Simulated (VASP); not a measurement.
Runs of VASP 6.6.1 on PbO. The structure is that of space group P4/nmm (No. 129), or close to it. The cells are those of the table. 

| cell | k mesh | smearing | gap on the mesh (eV) | largest force (eV/Å) |
| --- | --- | --- | --- | --- |
| a = 4.044, b = 4.044, c = 28.523 Å, 4 atoms | 4 × 4 × 1 | gaussian 0.1 eV | 2.49 | 0.04 |
| a = 4.050, b = 4.050, c = 28.523 Å, 4 atoms | 6 × 6 × 1 | gaussian 0.01 eV | 2.48 | 0.04 |
| a = 4.049, b = 4.049, c = 28.523 Å, 4 atoms | 6 × 6 × 1 | gaussian 0.02 eV | 2.48 | 0.03 |
| a = 4.044, b = 4.044, c = 28.523 Å, 4 atoms | 6 × 6 × 1 | gaussian 0.02 eV | (b) | 0.05 |
| a = 4.049, b = 4.049, c = 28.523 Å, 4 atoms | 6 × 6 × 1 | gaussian 0.01 eV | 2.48 | 0.03 |
| a = 3.974, b = 3.974, c = 17.000 Å, 4 atoms | 4 × 4 × 1 | gaussian 0.1 eV | 2.59 | (a) |

Alike in all rows: task single point; level PBE; potentials or basis VASP PAW PBE potentials, release 64 (Pb_d, O); no spin polarisation; cutoff (eV) 520.

Problem. Fill in the values left out.

Solution. (a) 0.74; (b) 2.50.

Caveats: spin-orbit coupling is left out, which moves the levels of the heavy elements.

A k mesh can miss the band edges, and the runs leave out spin-orbit coupling on Pb.
